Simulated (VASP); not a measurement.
# TiTe (Pm-3m) in VASP: single point with r2SCAN+U

Aim: the single point of TiTe with r2SCAN+U.

Program: VASP 6.6.1. These are calculated values, not measurements. Logs are shortened: lines on timing, memory, paths and dates and some standing lists are left out, and cuts for length are marked.

## 1. The cell of the first run

It takes space group Pm-3m (No. 221, cubic). The conventional cell has a = 3.631 Å, b = 3.631 Å, c = 3.631 Å, α = 90.00°, β = 90.00°, γ = 90.00°. Ti (site symmetry m-3m) has 8 Te at 3.14 Å and 6 Ti at 3.63 Å within 4.1 Å. Within 4.1 Å of Te (site symmetry m-3m) lie 8 Ti at 3.14 Å and 6 Te at 3.63 Å.

## 2. Single point, r2SCAN+U, collinear spin, antiferromagnetic start

File POSCAR:

```
TiTe
1.0
    3.6310931200      0.0000000000      3.6310931200
    0.0000000000      3.6310931200      3.6310931200
    0.0000000000      0.0000000000      7.2621862400
Ti Te
2 2
Direct
    0.0000000000      0.0000000000      0.0000000000
    0.0000000000      0.0000000000      0.5000000000
    0.5000000000      0.5000000000      0.7500000000
    0.5000000000      0.5000000000      0.2500000000
```

File INCAR.step1:

```
SYSTEM = TiTe
PREC = Accurate
ENCUT = 520
ISMEAR = 0
SIGMA = 0.05
LREAL = .FALSE.
LASPH = .TRUE.
NELM = 150
ISPIN = 2
MAGMOM = 1.91 -1.8 -0.02 -0.02
LMAXMIX = 4
LDAU = .TRUE.
LDAUTYPE = 1
LDAUL = 2 -1
LDAUU = 2.5 0
LDAUJ = 0.5 0
NBANDS = 30
GGA = PE
ALGO = Normal
EDIFF = 1E-4
LWAVE = .TRUE.
LCHARG = .FALSE.
```

File INCAR.step2:

```
SYSTEM = TiTe
PREC = Accurate
ENCUT = 520
EDIFF = 1E-7
ISMEAR = 0
SIGMA = 0.05
LREAL = .FALSE.
LASPH = .TRUE.
NELM = 150
ALGO = Normal
ISIF = 2
LWAVE = .FALSE.
LCHARG = .FALSE.
ISPIN = 2
MAGMOM = 1.91 -1.8 -0.02 -0.02
LORBIT = 11
LMAXMIX = 4
LDAU = .TRUE.
LDAUTYPE = 1
LDAUL = 2 -1
LDAUU = 2.5 0
LDAUJ = 0.5 0
LDAUPRINT = 1
METAGGA = R2SCAN
LMIXTAU = .TRUE.
NBANDS = 30
ISTART = 1
```

File KPOINTS:

```
regular mesh
0
G
  5 5 5
  0 0 0
```

Potentials or basis: VASP PAW PBE potentials, release 64 (Ti_sv, Te).

Launch:

```bash
cat potpaw_PBE.64/Ti_sv/POTCAR potpaw_PBE.64/Te/POTCAR > POTCAR
cp INCAR.step1 INCAR
mpirun -np 1 vasp_std > vasp.out
cp INCAR.step2 INCAR
mpirun -np 1 vasp_std > vasp.out
```

OUTCAR:

```text
SYSTEM = TiTe
   PREC = Accurate
   ENCUT = 520
   EDIFF = 1E-7
   ISMEAR = 0
   LREAL = .FALSE.
   LASPH = .TRUE.
   NELM = 150
   ISIF = 2
   ISPIN = 2
   LORBIT = 11
   METAGGA = R2SCAN
   ISTART = 1

 ion  position               nearest neighbor table
   1  0.000  0.000  0.000-   3 3.14   4 3.14   3 3.14   4 3.14   3 3.14   4 3.14   3 3.14   4 3.14

   2  0.000  0.000  0.500-   4 3.14   3 3.14   3 3.14   4 3.14   3 3.14   4 3.14   4 3.14   3 3.14

   3  0.500  0.500  0.750-   2 3.14   1 3.14   1 3.14   2 3.14   1 3.14   2 3.14   2 3.14   1 3.14
                             4 3.63   4 3.63   4 3.63   4 3.63   4 3.63   4 3.63
   4  0.500  0.500  0.250-   1 3.14   2 3.14   1 3.14   2 3.14   1 3.14   2 3.14   1 3.14   2 3.14
                             3 3.63   3 3.63   3 3.63   3 3.63   3 3.63   3 3.63

  LATTYP: Found a face centered cubic cell.
 ALAT       =     7.2621862400

  Lattice vectors:

 A1 = (   3.6310931200,  -3.6310931200,   0.0000000000)
 A2 = (   3.6310931200,   0.0000000000,   3.6310931200)
 A3 = (   0.0000000000,  -3.6310931200,   3.6310931200)

Analysis of symmetry for initial positions (statically):
=====================================================================
 Subroutine PRICEL returns following result:

  LATTYP: Found a simple cubic cell.
 ALAT       =     3.6310931200

  Lattice vectors:

 A1 = (   0.0000000000,  -3.6310931200,   0.0000000000)
 A2 = (   3.6310931200,   0.0000000000,   0.0000000000)
 A3 = (   0.0000000000,   0.0000000000,   3.6310931200)

   2 primitive cells build up your supercell.

 Routine SETGRP: Setting up the symmetry group for a
 face centered cubic supercell.

 Subroutine GETGRP returns: Found 48 space group operations
 (whereof 48 operations were pure point group operations)
 out of a pool of 48 trial point group operations.

The static configuration has the point symmetry O_h .

Analysis of symmetry for dynamics (positions and initial velocities):
=====================================================================
 Subroutine PRICEL returns following result:

  LATTYP: Found a simple cubic cell.
 ALAT       =     3.6310931200

  Lattice vectors:

 A1 = (   0.0000000000,  -3.6310931200,   0.0000000000)
 A2 = (   3.6310931200,   0.0000000000,   0.0000000000)
 A3 = (   0.0000000000,   0.0000000000,   3.6310931200)

   2 primitive cells build up your supercell.

 Routine SETGRP: Setting up the symmetry group for a
 face centered cubic supercell.

 Subroutine GETGRP returns: Found 48 space group operations
 (whereof 48 operations were pure point group operations)
 out of a pool of 48 trial point group operations.

The dynamic configuration has the point symmetry O_h .

Analysis of structural, dynamic, and magnetic symmetry:
=====================================================================
 Subroutine PRICEL returns:
 Original cell was already a primitive cell.

 Routine SETGRP: Setting up the symmetry group for a
 face centered cubic supercell.

 Subroutine GETGRP returns: Found 48 space group operations
 (whereof 48 operations were pure point group operations)
 out of a pool of 48 trial point group operations.

The overall configuration has the point symmetry O_h .
[... 156 lines left out ...]
  o =  0.0181  v =  0.0000  0.0000  0.0000  0.0000  0.0000  0.0000 -0.0000 -0.0206  0.0000  0.9998      0.0000  0.0000  0.0000  0.0000  0.0000  0.0000  0.0000  0.0000  0.0000  0.0000
  o =  0.0527  v =  0.0000  0.0000  0.0000  0.0000  0.0000  1.0000  0.0000  0.0000  0.0000  0.0000      0.0000  0.0000  0.0000  0.0000  0.0000  0.0000  0.0000  0.0000  0.0000  0.0000
  o =  0.0527  v =  0.0000  0.0000  0.0000  0.0000  0.0000  0.0000 -1.0000  0.0000  0.0079 -0.0000      0.0000  0.0000  0.0000  0.0000  0.0000  0.0000  0.0000  0.0000  0.0000  0.0000
  o =  0.0527  v =  0.0000  0.0000  0.0000  0.0000  0.0000  0.0000  0.0079  0.0000  1.0000 -0.0000      0.0000  0.0000  0.0000  0.0000  0.0000  0.0000  0.0000  0.0000  0.0000  0.0000
  o =  0.0890  v =  0.0000 -0.4930 -0.0000  0.8700 -0.0000  0.0000  0.0000  0.0000  0.0000  0.0000      0.0000  0.0000  0.0000  0.0000  0.0000  0.0000  0.0000  0.0000  0.0000  0.0000
  o =  0.0890  v =  1.0000  0.0000  0.0000  0.0000  0.0000  0.0000  0.0000  0.0000  0.0000  0.0000      0.0000  0.0000  0.0000  0.0000  0.0000  0.0000  0.0000  0.0000  0.0000  0.0000
  o =  0.0890  v =  0.0000 -0.8700 -0.0000 -0.4930 -0.0000  0.0000  0.0000  0.0000  0.0000  0.0000      0.0000  0.0000  0.0000  0.0000  0.0000  0.0000  0.0000  0.0000  0.0000  0.0000
  o =  0.7445  v =  0.0000 -0.0000  1.0000 -0.0000 -0.0034  0.0000  0.0000  0.0000  0.0000  0.0000      0.0000  0.0000  0.0000  0.0000  0.0000  0.0000  0.0000  0.0000  0.0000  0.0000
  o =  0.7445  v =  0.0000 -0.0000  0.0034  0.0000  1.0000  0.0000  0.0000  0.0000  0.0000  0.0000      0.0000  0.0000  0.0000  0.0000  0.0000  0.0000  0.0000  0.0000  0.0000  0.0000

atom =   2  type =  1  l = 2

 onsite density matrix

spin component  1

  0.0527 -0.0000 -0.0000  0.0000 -0.0000
 -0.0000  0.0527 -0.0000 -0.0000  0.0000
 -0.0000 -0.0000  0.0181 -0.0000 -0.0000
  0.0000 -0.0000 -0.0000  0.0527  0.0000
 -0.0000  0.0000 -0.0000  0.0000  0.0181

spin component  2

  0.0890 -0.0000  0.0000 -0.0000 -0.0000
 -0.0000  0.0890 -0.0000 -0.0000 -0.0000
  0.0000 -0.0000  0.7445 -0.0000 -0.0000
 -0.0000 -0.0000 -0.0000  0.0890 -0.0000
 -0.0000 -0.0000 -0.0000 -0.0000  0.7445

 occupancies and eigenvectors

  o =  0.0181  v =  0.0000 -0.0000 -0.0212 -0.0000 -0.9998  0.0000  0.0000  0.0000  0.0000  0.0000      0.0000  0.0000  0.0000  0.0000  0.0000  0.0000  0.0000  0.0000  0.0000  0.0000
  o =  0.0181  v =  0.0000  0.0000 -0.9998  0.0000  0.0212  0.0000  0.0000  0.0000  0.0000  0.0000      0.0000  0.0000  0.0000  0.0000  0.0000  0.0000  0.0000  0.0000  0.0000  0.0000
  o =  0.0527  v =  1.0000  0.0000  0.0000  0.0000  0.0000  0.0000  0.0000  0.0000  0.0000  0.0000      0.0000  0.0000  0.0000  0.0000  0.0000  0.0000  0.0000  0.0000  0.0000  0.0000
  o =  0.0527  v =  0.0000  0.0145  0.0000 -0.9999  0.0000  0.0000  0.0000  0.0000  0.0000  0.0000      0.0000  0.0000  0.0000  0.0000  0.0000  0.0000  0.0000  0.0000  0.0000  0.0000
  o =  0.0527  v =  0.0000 -0.9999 -0.0000 -0.0145  0.0000  0.0000  0.0000  0.0000  0.0000  0.0000      0.0000  0.0000  0.0000  0.0000  0.0000  0.0000  0.0000  0.0000  0.0000  0.0000
  o =  0.0890  v =  0.0000  0.0000  0.0000  0.0000  0.0000  1.0000  0.0000  0.0000  0.0000  0.0000      0.0000  0.0000  0.0000  0.0000  0.0000  0.0000  0.0000  0.0000  0.0000  0.0000
  o =  0.0890  v =  0.0000  0.0000  0.0000  0.0000  0.0000  0.0000 -0.0201  0.0000 -0.9998  0.0000      0.0000  0.0000  0.0000  0.0000  0.0000  0.0000  0.0000  0.0000  0.0000  0.0000
  o =  0.0890  v =  0.0000  0.0000  0.0000  0.0000  0.0000  0.0000  0.9998  0.0000 -0.0201  0.0000      0.0000  0.0000  0.0000  0.0000  0.0000  0.0000  0.0000  0.0000  0.0000  0.0000
  o =  0.7445  v =  0.0000  0.0000  0.0000  0.0000  0.0000  0.0000  0.0000 -1.0000  0.0000 -0.0046      0.0000  0.0000  0.0000  0.0000  0.0000  0.0000  0.0000  0.0000  0.0000  0.0000
  o =  0.7445  v =  0.0000  0.0000  0.0000  0.0000  0.0000  0.0000  0.0000 -0.0046  0.0000  1.0000      0.0000  0.0000  0.0000  0.0000  0.0000  0.0000  0.0000  0.0000  0.0000  0.0000

 number of electron      35.9999997 magnetization       0.0000000

 Free energy of the ion-electron system (eV)
  ---------------------------------------------------
  ext. energy  EPLUGINS =         0.00000000
  ---------------------------------------------------
  free energy    TOTEN  =       -77.02703398 eV

  energy without entropy =      -77.02703398  energy(sigma->0) =      -77.02703398

 E-fermi :   8.5356     XC(G=0): -10.8570

 val. band max:        8.1358970399   @ k =   0.4000   0.4000   0.0000
 cond. band min:       9.0453550885   @ k =   0.2000   0.2000   0.0000
 fundamental gap:      0.9094580485
 Fermi energy:         8.5356435651

 spin component 1

 k-point     1 :       0.0000    0.0000    0.0000
  band No.  band energies     occupation
      1     -52.0702      1.00000
      2     -50.2878      1.00000
      3     -27.3742      1.00000
      4     -27.3742      1.00000
      5     -27.3741      1.00000
      6     -25.5326      1.00000
[... 319 lines left out ...]
     29      14.2260      0.00000
     30      14.2261      0.00000
 Fermi energy:         8.5356435651

 spin component 2

 k-point     1 :       0.0000    0.0000    0.0000
  band No.  band energies     occupation
      1     -52.0702      1.00000
      2     -50.2878      1.00000
      3     -27.3742      1.00000
      4     -27.3742      1.00000
      5     -27.3741      1.00000
      6     -25.5326      1.00000
[... 319 lines left out ...]
     29      14.2260      0.00000
     30      14.2261      0.00000

------------------------ aborting loop because EDIFF is reached ----------------------------------------

  FORCE on cell =-STRESS in cart. coord.  units (eV):
  Direction    XX          YY          ZZ          XY          YZ          ZX
  --------------------------------------------------------------------------------------
  -------------------------------------------------------------------------------------
  Total       -0.7923713     -0.7923713     -0.7923713     -0.0000000      0.0000000     -0.0000000
  in kB      -13.2585842    -13.2585842    -13.2585842     -0.0000000      0.0000000     -0.0000000
  external PRESSURE =     -13.2585842 kB  Pullay stress =       0.0000000 kB

 VOLUME and BASIS-vectors are now :
 -----------------------------------------------------------------------------
  energy-cutoff  :      520.00
  volume of cell :       95.75
      direct lattice vectors                 reciprocal lattice vectors
     3.631093120  0.000000000  3.631093120     0.275399161  0.000000000  0.000000000
     0.000000000  3.631093120  3.631093120     0.000000000  0.275399161  0.000000000
     0.000000000  0.000000000  7.262186240    -0.137699581 -0.137699581  0.137699581

 POSITION                                       TOTAL-FORCE (eV/Angst)
 -----------------------------------------------------------------------------------
      0.00000      0.00000      0.00000         0.000000      0.000000     -0.000000
      0.00000      0.00000      3.63109         0.000000      0.000000     -0.000000
      1.81555      1.81555      9.07773        -0.000000     -0.000000     -0.000000
      1.81555      1.81555      5.44664        -0.000000      0.000000      0.000000
 -----------------------------------------------------------------------------------
    total drift:                               -0.000000      0.000000      0.000000

  FREE ENERGIE OF THE ION-ELECTRON SYSTEM (eV)
  ---------------------------------------------------
  free  energy   TOTEN  =       -77.0270339781 eV

  energy  without entropy=      -77.0270339781  energy(sigma->0) =      -77.02703398

 total charge

# of ion       s       p       d       tot
------------------------------------------
    1        2.098   6.022   1.934  10.054
    2        2.098   6.022   1.934  10.054
    3        1.369   2.125   0.033   3.527
    4        1.369   2.125   0.033   3.527
--------------------------------------------------
tot          6.934  16.293   3.935  27.162

 magnetization (x)

# of ion       s       p       d       tot
------------------------------------------
    1        0.030   0.020   1.552   1.602
    2       -0.030  -0.020  -1.552  -1.602
    3       -0.000  -0.000  -0.000  -0.000
    4       -0.000  -0.000  -0.000  -0.000
--------------------------------------------------
tot         -0.000  -0.000   0.000   0.000
```

It took 4.8 min on 1 thread of Intel Xeon 6975P-C (Granite Rapids), shared host; peak memory 0.39 GiB.

Results:

```
Free energy                                           : -77.0270 eV
Pressure                                              : -1.3 GPa
Band gap on the k mesh                                : 0.91 eV
Net moment                                            : 0.00 μB per cell
Site moments                                          : Ti +1.60, -1.60; Te -0.00 μB
Valence electrons inside the program's atomic spheres : Ti 10.05; Te 3.53
```

Eigenvalues of the final occupation matrices:
| site | spin | trace | eigenvalues |
| --- | --- | --- | --- |
| site 1 d | 1 | 1.76 | 0.09 0.09 0.09 0.74 0.74 |
| site 1 d | 2 | 0.19 | 0.02 0.02 0.05 0.05 0.05 |
| site 2 d | 1 | 0.19 | 0.02 0.02 0.05 0.05 0.05 |
| site 2 d | 2 | 1.76 | 0.09 0.09 0.09 0.74 0.74 |

Caveat: the PAW data sets were made with another functional, which shifts forces and pressure a little; spin-orbit coupling is left out, which moves the levels of the heavy elements; the U is typed as a test and isn't derived for this compound. A k mesh can miss the band edges.
